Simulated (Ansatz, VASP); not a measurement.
# One calculation of BAs, two programs

```xyz
2
Lattice="0.0000 2.3919 2.3919 2.3919 0.0000 2.3919 2.3919 2.3919 0.0000" Properties=species:S:1:pos:R:3 pbc="T T T"
B     0.0000    0.0000    0.0000
As    1.1959    1.1959    1.1959
```

Alike in both runs: task single point; functional PBE; k mesh 10 × 10 × 10; no spin polarisation.

```csv
,VASP,Ansatz
version,VASP 6.6.1,Ansatz 0.2.0
potentials or method,"VASP PAW PBE potentials, release 64 (B, As)","plane waves, PAW"
plane-wave cutoff (eV),500,420
occupations,"gaussian, width 0.01 eV",fixed
valence electrons in the cell,8,18
```

|  | VASP | Ansatz | Ansatz less VASP |
| --- | --- | --- | --- |
| gap on the k mesh at the Fermi level (eV) | 1.18 | 1.19 | +0.009 |
| pressure (GPa) | 2.8 | 2.2 | -0.65 |

VASP's potentials hold 8 valence electrons a cell and Ansatz's 18, so a difference there can come from the potentials and not from the codes.
